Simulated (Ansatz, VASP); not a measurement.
# One calculation of Cu, two programs

```xyz
4
Lattice="2.4812 0.0000 0.0000 -1.2406 2.1488 0.0000 0.0000 0.0000 8.1549" Properties=species:S:1:pos:R:3 pbc="T T T"
Cu    0.0000    0.0000    0.0000
Cu    0.0000    0.0000    4.0775
Cu    0.0000    1.4325    2.0387
Cu    1.2406    0.7163    6.1162
```

Alike in both runs: functional LDA; k mesh 11 × 11 × 3; no spin polarisation.

Ansatz relaxed the structure, and its values are those at the end. VASP's run is a single point on that final structure, the one shown.

|  | VASP | Ansatz |
| --- | --- | --- |
| version | VASP 6.6.1 | Ansatz 0.2.0 |
| potentials or method | VASP PAW LDA potentials, release 64 (Cu_sv_GW) | plane waves, PAW |
| plane-wave cutoff (eV) | 700 | 420 |
| occupations | methfessel-paxton of order 1, width 0.1 eV | methfessel-paxton of order 1 |
| valence electrons in the cell | 76 | 76 |

```csv
,VASP,Ansatz,Ansatz less VASP
pressure (GPa),-4.4,0.0,+4.39
```

LDA's correlation is that of Perdew and Zunger in VASP and of Perdew and Wang (1992) in Ansatz. One of these differences is far larger than is usual between the two programs; its cause wasn't traced.
